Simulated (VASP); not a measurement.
Crystal: Be2C.

```xyz
3
Lattice="0.0000 2.1605 2.1605 2.1605 0.0000 2.1605 2.1605 2.1605 0.0000" Properties=species:S:1:pos:R:3 pbc="T T T"
C     0.0000    0.0000    0.0000
Be    1.0802    1.0802    1.0802
Be    3.2407    3.2407    3.2407
```

Base run:

| Item | Value |
| --- | --- |
| Program | VASP 6.6.1 |
| Functional | PBE |
| Dispersion | D4 |
| Potentials or basis | VASP PAW PBE potentials, release 64 (C, Be) |
| Cutoff | 600 eV |
| k mesh | 8 × 8 × 8 |
| Occupations | gaussian, width 0.01 eV |
| Spin | no spin polarisation |

Its results: band gap on the k mesh 1.16 eV, indirect (least direct gap 4.14 eV); pressure -2.5 GPa.

Problem. The run is repeated on the same cell with these changes: functional from PBE to PBEsol; dispersion from D4 to none. What comes out?

Solution. Band gap on the k mesh 1.06 eV, indirect (least direct gap 4.10 eV); pressure -0.9 GPa.

Several settings changed at once, so the effect can't be laid on one alone.

Caveats: the PAW data sets were made with another functional, which shifts forces and pressure a little (some runs).

A k mesh can miss the band edges.
